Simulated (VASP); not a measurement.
Input of a VASP 6.6.1 run:

Contents of INCAR:

```
SYSTEM = GaSn4
ALGO = Normal
EDIFF = 1E-6
EDIFFG = -0.01
ENCUT = 600
GGA = PE
IBRION = 2
ISIF = 3
ISMEAR = 0
LASPH = .TRUE.
LCHARG = .FALSE.
LREAL = .FALSE.
LWAVE = .FALSE.
NELM = 100
NSW = 100
PREC = Accurate
SIGMA = 0.1
```

File KPOINTS:

```
k-points
0
G
  8 8 8
  0 0 0
```

Contents of POSCAR:

```
GaSn4
1.0
   -3.3283317088      3.3283317088      3.3283317088
    3.3283317088     -3.3283317088      3.3283317088
    3.3283317088      3.3283317088     -3.3283317088
Ga Sn
1 4
Direct
    0.0000000000      0.0000000000      0.0000000000
    0.0000000000      0.0000000000      0.5000000000
    0.5000000000      0.0000000000      0.0000000000
    0.0000000000      0.5000000000      0.0000000000
    0.5000000000      0.5000000000      0.5000000000
```

Potentials or basis: VASP PAW PBE potentials, release 64 (Ga_d, Sn_d).

Launch:

```sh
$ cat potpaw_PBE.64/Ga_d/POTCAR potpaw_PBE.64/Sn_d/POTCAR > POTCAR
$ mpirun -np 1 vasp_std > vasp.out
```

(1) What does it give for the band gap on the k mesh?

## Answers

(1) zero (an odd number of electrons rules out a gap without spin polarisation).

Caveat: the relaxation stopped at its first step, so nothing moved; spin-orbit coupling is left out, which moves the levels of the heavy elements.
